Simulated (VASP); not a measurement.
# PbSe in VASP: a series of runs

Runs on PbSe. Level: PBE. Tasks: single point, relaxation of shape and atoms at fixed volume.

All numbers are computed with VASP 6.6.1; they aren't measurements. Logs are shortened: lines on timing, memory, paths and dates and some standing lists are left out, and cuts for length are marked.

**1. The cell of the first run**

Symmetry: C2/m, No. 12, monoclinic system. The conventional cell has a = 7.398 Å, b = 4.271 Å, c = 7.644 Å, α = 90.00°, β = 90.57°, γ = 90.00°. Pb (site symmetry m) has 6 Se at 3.10 to 3.13 Å within 4.1 Å. Within 4.1 Å of Se (site symmetry 2/m) lie 6 Pb at 3.11 to 3.13 Å and 2 Se at 3.82 Å. Se (site symmetry 2/m) has 6 Pb at 3.10 to 3.13 Å and 2 Se at 3.82 Å within 4.1 Å.

**2. Single point, PBE**

File INCAR:

```
SYSTEM = PbSe
PREC = Accurate
ENCUT = 520
EDIFF = 1E-6
ISMEAR = 0
SIGMA = 0.05
LREAL = .FALSE.
LASPH = .TRUE.
NELM = 60
ALGO = Normal
ISIF = 2
LWAVE = .FALSE.
LCHARG = .TRUE.
GGA = PE
LELF = .TRUE.
LVHAR = .TRUE.
NBANDS = 28
```

File KPOINTS:

```
regular mesh
0
G
  8 8 6
  0 0 0
```

File POSCAR:

```
PbSe
1.0
    4.2709919997      0.0000000000      0.0000000000
   -2.1354959999      3.6987875711      0.0184939379
    0.0000000000      0.0382200701      7.6440140151
Pb Se
2 2
Direct
    0.3333333333      0.6666666667      0.2500000000
    0.6666666667      0.3333333333      0.7500000000
    0.0000000000      0.0000000000      0.0000000000
    0.0000000000      0.0000000000      0.5000000000
```

Potentials or basis: VASP PAW PBE potentials, release 64 (Pb_d, Se).

Launch:

```bash
$ cat potpaw_PBE.64/Pb_d/POTCAR potpaw_PBE.64/Se/POTCAR > POTCAR
$ mpirun -np 1 vasp_std > vasp.out
```

OUTCAR:

```text
SYSTEM = PbSe
   PREC = Accurate
   ENCUT = 520
   EDIFF = 1E-6
   ISMEAR = 0
   LREAL = .FALSE.
   LASPH = .TRUE.
   NELM = 60
   ISIF = 2
   GGA = PE

 ion  position               nearest neighbor table
   1  0.333  0.667  0.250-   4 3.10   3 3.11   3 3.11   4 3.13   4 3.13   3 3.13
   2  0.667  0.333  0.750-   4 3.10   3 3.11   3 3.11   4 3.13   4 3.13   3 3.13
   3  0.000  0.000  0.000-   1 3.11   2 3.11   2 3.11   1 3.11   2 3.13   1 3.13
   4  0.000  0.000  0.500-   1 3.10   2 3.10   2 3.13   1 3.13   2 3.13   1 3.13

  LATTYP: Found a base centered monoclinic cell.
 ALAT       =     7.3976676113
 B/A-ratio  =     0.5773430524
 C/A-ratio  =     1.0333134667
 COS(beta)  =    -0.0099997500

  Lattice vectors:

 A1 = (  -2.1354959998,  -3.6987875711,  -0.0184939379)
 A2 = (   2.1354959999,  -3.6987875711,  -0.0184939379)
 A3 = (   0.0000000000,   0.0382200701,   7.6440140151)

Analysis of symmetry for initial positions (statically):
=====================================================================
 Subroutine PRICEL returns:
 Original cell was already a primitive cell.

 Routine SETGRP: Setting up the symmetry group for a
 base centered monoclinic supercell.

 Subroutine GETGRP returns: Found  4 space group operations
 (whereof  4 operations were pure point group operations)
 out of a pool of  4 trial point group operations.

The static configuration has the point symmetry C_2h.

Analysis of symmetry for dynamics (positions and initial velocities):
=====================================================================
 Subroutine PRICEL returns:
 Original cell was already a primitive cell.

 Routine SETGRP: Setting up the symmetry group for a
 base centered monoclinic supercell.

 Subroutine GETGRP returns: Found  4 space group operations
 (whereof  4 operations were pure point group operations)
 out of a pool of  4 trial point group operations.

The dynamic configuration has the point symmetry C_2h.

 Subroutine INISYM returns: Found  4 space group operations
 (whereof  4 operations are pure point group operations),
 and found     1 'primitive' translations

----------------------------------------------------------------------------------------

                                     Primitive cell

  volume of cell :     120.7532

  direct lattice vectors                    reciprocal lattice vectors
     4.270992000  0.000000000  0.000000000     0.234137643  0.135182811 -0.000675914
    -2.135496000  3.698787571  0.018493938     0.000000000  0.270365622 -0.001351828
     0.000000000  0.038220070  7.644014015     0.000000000 -0.000654123  0.130824590

  length of vectors
     4.270992000  4.271032040  7.644109565     0.270361397  0.270369001  0.130826225

  position of ions in fractional coordinates (direct lattice)
     0.333333333  0.666666667  0.250000000
     0.666666667  0.333333333  0.750000000
     0.000000000  0.000000000  0.000000000
     0.000000000  0.000000000  0.500000000

  ion indices of the primitive-cell ions
   primitive index   ion index
                 1           1
                 2           2
                 3           3
                 4           4

----------------------------------------------------------------------------------------

 KPOINTS: regular mesh

Automatic generation of k-mesh.
 Grid dimensions read from file:
 generate k-points for:    8    8    6

 Generating k-lattice:

  Cartesian coordinates                     Fractional coordinates (reciprocal lattice)
     0.029267205  0.016897851 -0.000084489     0.125000000 -0.000000000  0.000000000
     0.000000000  0.033795703 -0.000168979     0.000000000  0.125000000  0.000000000
     0.000000000 -0.000109020  0.021804098     0.000000000  0.000000000  0.166666667

  Length of vectors
     0.033795175  0.033796125  0.021804371

  Shift w.r.t. Gamma in fractional coordinates (k-lattice)
     0.000000000  0.000000000  0.000000000

 Subroutine IBZKPT returns following result:
 ===========================================

 Found    114 irreducible k-points:

 Following reciprocal coordinates:
            Coordinates               Weight
  0.000000  0.000000  0.000000      1.000000
  0.125000 -0.000000 -0.000000      4.000000
  0.250000 -0.000000 -0.000000      4.000000
  0.375000 -0.000000 -0.000000      4.000000
  0.500000 -0.000000 -0.000000      2.000000
  0.000000  0.125000 -0.000000      2.000000
[... 16 lines left out ...]
  0.125000 -0.000000  0.166667      4.000000
  0.250000 -0.000000  0.166667      4.000000
 [... further k-points ...]
   k-points           NKPTS =    114   k-points in BZ     NKDIM =    114   number of bands    NBANDS=     28
   number of dos      NEDOS =    301   number of ions     NIONS =      4
   total plane-waves  NPLWV =  61440
   dimension x,y,z NGX =    32 NGY =   32 NGZ =   60
   dimension x,y,z NGXF=    64 NGYF=   64 NGZF=  120
   ions per type =               2   2
   NGX,Y,Z   is equivalent  to a cutoff of  12.46, 12.46, 13.05 a.u.
   NGXF,Y,Z  is equivalent  to a cutoff of  24.91, 24.91, 26.10 a.u.
 SYSTEM =  PbSe
   PREC   = accura    normal or accurate (medium, high low for compatibility)
   ISTART =      0    job   : 0-new  1-cont  2-samecut
   ICHARG =      2    charge: 1-file 2-atom 10-const
   ISPIN  =      1    spin polarized calculation?
   LNONCOLLINEAR =      F non collinear calculations
   LSORBIT =      F    spin-orbit coupling
   LASPH  =      T    aspherical Exc in radial PAW
   ENCUT  =  520.0 eV  38.22 Ry    6.18 a.u.   7.94  7.94 14.21*2*pi/ulx,y,z
   NELM   =     60;   NELMIN=  2; NELMDL= -5     # of ELM steps
   EDIFF  = 0.1E-05   stopping-criterion for ELM
   LREAL  =      F    real-space projection
   EDIFFG = 0.1E-04   stopping-criterion for IOM
   NSW    =      0    number of steps for IOM
   IBRION =     -1    ionic relax: 0-MD 1-quasi-New 2-CG
   NFREE  =      0    steps in history (QN), initial steepest desc. (CG)
   ISIF   =      2    stress and relaxation
   ISYM   =      2    0-nonsym 1-usesym 2-fastsym
   POTIM  = 0.5000    time-step for ionic-motion
   TEBEG  =    0.0;   TEEND  =   0.0 temperature during run
   PSTRESS=    0.0 pullay stress
   NELECT =      40.0000    total number of electrons
   NUPDOWN=      -1.0000    fix difference up-down
   EMIN   =  10.00;   EMAX   =-10.00  energy-range for DOS
   EFERMI =   0.00;   METHOD = LEGACY
   ISMEAR =     0;   SIGMA  =   0.05  broadening in eV -4-tet -1-fermi 0-gaus
   EFERMI_NEDOS =   21; number of points for ismear=-14 and -15
   IALGO  =     38    algorithm
   IMIX   =      4    mixing-type and parameters
     AMIX     =   0.40;   BMIX     =  1.00
     AMIX_MAG =   1.60;   BMIX_MAG =  1.00
  volume/ion in A,a.u.               =      30.19       203.72
  Fermi-wavevector in a.u.,A,eV,Ry     =   1.132736  2.140560 17.457500  1.283090
  Thomas-Fermi vector in A             =   2.269437
   LORBIT       =      0    0 simple, 1 ext, 2 COOP (PROOUT), +10 PAW based schemes
   GGA     = PE    functional components
   LHFCALC =     F    Hartree Fock is set to
   AEXX    =    0.0000 exact exchange contribution
   IVDW    =     0    specifies the selected vdW correction
   LEPSILON=     F    determine dielectric tensor
   LRPA    =     F    only Hartree local field effects (RPA)
 non-spin polarized calculation
 Gauss-broadening in eV      SIGMA  =   0.05
  energy-cutoff  :      520.00
  volume of cell :      120.75
 maximum number of plane-waves:      3273
   NGX = 15   NGY = 15   NGZ = 29

 number of electron      40.0000006 magnetization

 Free energy of the ion-electron system (eV)
  ---------------------------------------------------
  ext. energy  EPLUGINS =         0.00000000
  ---------------------------------------------------
  free energy    TOTEN  =       -16.05716451 eV

  energy without entropy =      -16.05716156  energy(sigma->0) =      -16.05716303

 E-fermi :   4.3931     XC(G=0):  -9.2846

 val. band max:        4.2934937580   @ k =   0.0000   0.0000   0.0000
 cond. band min:       4.5044858287   @ k =   0.0000   0.5000  -0.0000
 fundamental gap:      0.2109920707
 Fermi energy:         4.3931491877

 k-point     1 :       0.0000    0.0000    0.0000
  band No.  band energies     occupation
      1     -12.3602      2.00000
      2     -12.3602      2.00000
      3     -12.3547      2.00000
      4     -12.3547      2.00000
      5     -12.3213      2.00000
      6     -12.3140      2.00000
[... 20 lines left out ...]
     27       9.6695      0.00000
     28      11.3727      0.00000

 k-point     2 :       0.1250   -0.0000   -0.0000
  band No.  band energies     occupation
      1     -12.3637      2.00000
      2     -12.3558      2.00000
      3     -12.3541      2.00000
      4     -12.3490      2.00000
      5     -12.3187      2.00000
      6     -12.3177      2.00000
[... 20 lines left out ...]
     27       9.9315      0.00000
     28      11.0629      0.00000

 k-point     3 :       0.2500   -0.0000   -0.0000
  band No.  band energies     occupation
      1     -12.3728      2.00000
      2     -12.3590      2.00000
      3     -12.3436      2.00000
      4     -12.3391      2.00000
      5     -12.3353      2.00000
      6     -12.3201      2.00000
[... 20 lines left out ...]
     27      10.3640      0.00000
     28      11.7721      0.00000

 k-point     4 :       0.3750   -0.0000   -0.0000
  band No.  band energies     occupation
      1     -12.3824      2.00000
      2     -12.3687      2.00000
      3     -12.3627      2.00000
      4     -12.3253      2.00000
      5     -12.3241      2.00000
      6     -12.3217      2.00000
[... 578 lines left out ...]
     27      10.1720      0.00000
     28      11.4545      0.00000

 k-point    23 :       0.1250   -0.0000    0.1667
  band No.  band energies     occupation
      1     -12.3634      2.00000
      2     -12.3567      2.00000
      3     -12.3540      2.00000
      4     -12.3495      2.00000
      5     -12.3200      2.00000
      6     -12.3154      2.00000
[... 20 lines left out ...]
     27      10.2317      0.00000
     28      11.1957      0.00000

 k-point    24 :       0.2500   -0.0000    0.1667
  band No.  band energies     occupation
      1     -12.3724      2.00000
      2     -12.3614      2.00000
      3     -12.3410      2.00000
      4     -12.3391      2.00000
      5     -12.3357      2.00000
      6     -12.3190      2.00000
[... 20 lines left out ...]
     27      10.5347      0.00000
     28      11.6092      0.00000

 [... further k-points ...]

------------------------ aborting loop because EDIFF is reached ----------------------------------------

  FORCE on cell =-STRESS in cart. coord.  units (eV):
  Direction    XX          YY          ZZ          XY          YZ          ZX
  --------------------------------------------------------------------------------------
  -------------------------------------------------------------------------------------
  Total       -0.0151496     -0.0136873     -0.0021386      0.0000000     -0.1713441      0.0000000
  in kB       -0.2010083     -0.1816060     -0.0283750      0.0000000     -2.2734269      0.0000000
  external PRESSURE =      -0.1369965 kB  Pullay stress =       0.0000000 kB

 VOLUME and BASIS-vectors are now :
 -----------------------------------------------------------------------------
  energy-cutoff  :      520.00
  volume of cell :      120.75
      direct lattice vectors                 reciprocal lattice vectors
     4.270992000  0.000000000  0.000000000     0.234137643  0.135182811 -0.000675914
    -2.135496000  3.698787571  0.018493938     0.000000000  0.270365622 -0.001351828
     0.000000000  0.038220070  7.644014015     0.000000000 -0.000654123  0.130824590

 POSITION                                       TOTAL-FORCE (eV/Angst)
 -----------------------------------------------------------------------------------
     -0.00000      2.47541      1.92333        -0.000000      0.000950     -0.000025
      2.13550      1.26159      5.73918         0.000000     -0.000950      0.000025
      0.00000      0.00000      0.00000        -0.000000      0.000000     -0.000000
      0.00000      0.01911      3.82201         0.000000     -0.000000     -0.000000
 -----------------------------------------------------------------------------------
    total drift:                                0.000000      0.000000      0.000000

  FREE ENERGIE OF THE ION-ELECTRON SYSTEM (eV)
  ---------------------------------------------------
  free  energy   TOTEN  =       -16.0571645062 eV

  energy  without entropy=      -16.0571615635  energy(sigma->0) =      -16.05716303
```

Run time: 4.5 min. Hardware: 1 thread of Intel Xeon Platinum 8375C at 2.90GHz (Ice Lake), shared host; peak memory 0.47 GiB.

What came out:

```yaml
Free_energy: -16.0572 eV
Pressure: 0.0 GPa
Band_gap_on_the_k_mesh: 0.21 eV (least direct gap 0.26 eV)
```

Stress tensor (GPa, compression positive):
```
-0.02  0.00  0.00
 0.00 -0.02 -0.23
 0.00 -0.23  0.00
```

Caveat: spin-orbit coupling is left out, which moves the levels of the heavy elements. A k mesh can miss the band edges.

(Continued in part 2 of 2.)
